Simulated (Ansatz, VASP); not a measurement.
AlP: VASP beside Ansatz

Contents of INCAR:

```
  PREC = Accurate
  ENCUT = 500
  EDIFF = 1E-6
  ISMEAR = -1
  SIGMA = 0.05
  LREAL = False
  LASPH = True
  NELM = 120
  ALGO = Normal
  ISIF = 2
  LWAVE = False
  LCHARG = True
  GGA = CA
  LELF = True
  LVHAR = True
  NBANDS = 11
  GGA_COMPAT = False
```

Contents of KPOINTS:

```
regular mesh
0
Gamma
  12 12 12
```

POSCAR

```
AlP
1.0
    0.0000000000      2.5219285226      2.5219285226
    2.5219285226      0.0000000000      2.5219285226
    2.5219285226      2.5219285226      0.0000000000
Al P
1 1
Direct
    0.0000000000      0.0000000000      0.0000000000
    0.2500000000      0.2500000000      0.2500000000
```

Input for Ansatz:

```yaml
crystal:
  lattice:
    - [0.0, 2.5219285226, 2.5219285226]
    - [2.5219285226, 0.0, 2.5219285226]
    - [2.5219285226, 2.5219285226, 0.0]
  atoms:
    - { symbol: Al, position: [0.0, 0.0, 0.0] }
    - { symbol: P, position: [0.25, 0.25, 0.25] }
kpoints:
  mp_grid: { grid: [12, 12, 12] }
scf:
  occupations: { method: fermi_dirac, width: 0.05 }
hamiltonian:
  xc: lda
  pseudopotentials: { kind: paw }
output:
  forces: true
  stress: true
  eigenvalues: true
  populations: true
```

Change from the starting cell: volume scaled by 0.8, PAW files.

Alike in both runs: task single point; functional LDA; k mesh 12 × 12 × 12; occupations fermi-dirac, width 0.05 eV; no spin polarisation.

|  | VASP | Ansatz |
| --- | --- | --- |
| version | VASP 6.6.1 | Ansatz 0.2.0 |
| potentials or method | VASP PAW LDA potentials, release 64 (Al, P) | PAW with Ansatz's default frozen-core files, scalar-relativistic |
| plane-wave cutoff (eV) | 500 | 420 |
| valence electrons in the cell | 8 | 8 |

VASP gave:

- pressure (GPa): 31.7

Which values does Ansatz return?

Pressure (GPa): 31.5.

LDA's correlation is that of Perdew and Zunger in VASP and of Perdew and Wang (1992) in Ansatz. Both programs put the cell under a high pressure, so it lies far from rest at this level.
